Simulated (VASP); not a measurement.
Input of a VASP 6.6.1 run:

Contents of INCAR:

```
PREC = Accurate
ENCUT = 520
EDIFF = 1E-7
ISMEAR = 0
SIGMA = 0.15
LREAL = F
LASPH = T
NELM = 60
ALGO = Normal
ISIF = 2
LWAVE = F
LCHARG = F
NBANDS = 15
```

The input KPOINTS:

```
Automatic mesh
0
Gamma
  18 18 18
```

The input POSCAR:

```
TaN
1.0
    0.0000000000      2.2323223663      2.1742693740
    2.2323223663      0.0000000000      2.1742693740
    2.2323223663      2.2323223663      0.0000000000
Ta N
1 1
Direct
    0.4956387160      0.5043612840      0.5043612840
    0.0563407651     -0.0563407651     -0.0563407651
```

Potentials or basis: VASP PAW LDA potentials, release 64 (Ta_pv, N).

Launch:

```bash
$ cat potpaw_LDA.64/Ta_pv/POTCAR potpaw_LDA.64/N/POTCAR > POTCAR
$ mpirun -np 1 vasp_std > vasp.out
```

Task: Predict the largest force.

Result: 2.422 eV/Å.

Task: What does it give for the pressure?

Result: -4.3 GPa.

Task: Predict the band gap on the k mesh.

Result: Zero (bands 8 and 9 overlap by 2.92 eV).

Forces on the atoms (eV/Å):
```
Ta  -2.422  0.000  0.000
N    2.422  0.000  0.000
```

Caveat: the cell differs from its parent crystal (atoms displaced along a vibrational mode, the cell strained); the cell stands under tension; spin-orbit coupling is left out, which moves the levels of the heavy elements; forces of over 1 eV/Å act on the atoms, so gaps and moduli don't describe the material at rest.
